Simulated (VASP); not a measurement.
ZnS, 2 atoms in the cell. It takes space group I-4m2 (No. 119, tetragonal). Conventional cell: a = 3.964 Å, b = 3.964 Å, c = 5.443 Å, α = 90.00°, β = 90.00°, γ = 90.00°. Zn (site symmetry -4m2) has 4 S at 2.40 Å within 3.2 Å. Within 3.2 Å of S (site symmetry -4m2) lie 4 Zn at 2.40 Å.  This cell differs from its parent crystal: strain +0.030 along x and y, +0.000 along z.

```yaml
Program: VASP 6.6.1
Task: single point
Functional: PBE
Potentials_or_basis: VASP PAW PBE potentials, release 64 (Zn, S)
Cutoff: 520 eV
k_mesh: 8 × 8 × 8
Occupations: gaussian, width 0.05 eV
Spin: no spin polarisation
Dipole_correction: no
Further_INCAR_settings: ALGO = Normal; EDIFF = 1e-06; NBANDS = 16
```

Potentials or basis: VASP PAW PBE potentials, release 64 (Zn, S).

Launch:

```console
$ cat potpaw_PBE.64/Zn/POTCAR potpaw_PBE.64/S/POTCAR > POTCAR
$ mpirun -np 1 vasp_std > vasp.out
```

Hardware: 1 thread of Intel Xeon 8259CL, with other jobs on the host.

Problem. Estimate the wall time of this run.

Solution. It took 52 s on 1 thread of Intel Xeon 8259CL, with other jobs on the host, peak memory 0.19 GiB. Counts: scf iterations 13, k points 59.
